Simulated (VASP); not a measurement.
Runs of VASP 6.6.1 on TiAl. The structure is that of space group P-6m2 (No. 187), or close to it. The cells are those of the table. 

| fixed moment (μB) | cell | pressure (GPa) | moment (μB) |
| --- | --- | --- | --- |
| 0.625 | a = 2.920, b = 2.920, c = 4.767 Å, angles 90.0, 90.0, 120.0°, 2 atoms | -10.4 | 0.62 |
| 0.625 | a = 2.735, b = 2.735, c = 4.464 Å, angles 90.0, 90.0, 120.0°, 2 atoms | (d) | 0.62 |
| 0.375 | a = 2.735, b = 2.735, c = 4.464 Å, angles 90.0, 90.0, 120.0°, 2 atoms | (b) | 0.38 |
| 0.125 | a = 2.735, b = 2.735, c = 4.464 Å, angles 90.0, 90.0, 120.0°, 2 atoms | 11.6 | 0.12 |
| 0.875 | a = 2.735, b = 2.735, c = 4.464 Å, angles 90.0, 90.0, 120.0°, 2 atoms | 12.5 | 0.88 |
| 0.625 | a = 2.849, b = 2.849, c = 4.650 Å, angles 90.0, 90.0, 120.0°, 2 atoms | (c) | 0.62 |
| 0.375 | a = 2.885, b = 2.885, c = 4.709 Å, angles 90.0, 90.0, 120.0°, 2 atoms | -7.6 | 0.38 |
| 0.875 | a = 2.885, b = 2.885, c = 4.709 Å, angles 90.0, 90.0, 120.0°, 2 atoms | -7.2 | 0.88 |
| 0.75 | a = 2.812, b = 2.812, c = 4.590 Å, angles 90.0, 90.0, 120.0°, 2 atoms | (a) | 0.75 |
| 0.75 | a = 2.774, b = 2.774, c = 4.528 Å, angles 90.0, 90.0, 120.0°, 2 atoms | 5.8 | 0.75 |
| 0.25 | a = 2.849, b = 2.849, c = 4.650 Å, angles 90.0, 90.0, 120.0°, 2 atoms | -4.2 | 0.25 |
| 0.25 | a = 2.885, b = 2.885, c = 4.709 Å, angles 90.0, 90.0, 120.0°, 2 atoms | -7.7 | 0.25 |

Alike in all rows: task single point; level LDA; potentials or basis VASP PAW LDA potentials, release 64 (Ti_sv, Al); spin collinear; k mesh 21 × 21 × 12; cutoff (eV) 520; smearing gaussian 0.15 eV.

Estimate the missing entries.

(a) 0.6; (b) 11.7; (c) -3.9; (d) 12.0.

Caveats: the total moment is fixed, so each spin has its own Fermi level; the cell stands under tension (at least some runs); the cell stands under pressure (at least some runs).
